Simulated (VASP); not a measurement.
**Ir: single point with PBE**

Ir:

```
CELL_PARAMETERS angstrom
0.00000 1.93606 1.93606
1.93606 0.00000 1.93606
1.93606 1.93606 0.00000
ATOMIC_POSITIONS crystal
Ir 0.00000 0.00000 0.00000
```

* Program: VASP 6.6.1
* Task: single point
* Functional: PBE
* Potentials or basis: VASP PAW PBE potentials, release 64 (Ir)
* Cutoff: 520 eV
* k mesh: 14 × 14 × 14
* Occupations: methfessel-paxton, width 0.6 eV
* Spin: no spin polarisation

* Pressure: 0.1 GPa

Levels at points of the mesh, in eV from the Fermi level:
```csv
k point,band 1,band 2,band 3,band 4,band 5,band 6,band 7,band 8,band 9,band 10
"(0.00, 0.00, 0.00)",-10.81,-3.71,-3.71,-3.71,-1.13,-1.13,14.40,19.84,19.84,19.84
"(0.50, 0.00, 0.00)",-7.80,-3.80,-3.80,-0.66,0.88,0.88,7.04,13.94,19.60,19.60
"(0.50, 0.50, 0.00)",-7.59,-7.03,0.85,1.43,1.43,1.74,10.19,11.62,11.62,20.92
```

It used 8.5 s of CPU time on 1 thread of Intel Xeon 6975P-C, on a shared host.

Caveat: spin-orbit coupling is left out, which moves the levels of the heavy elements.
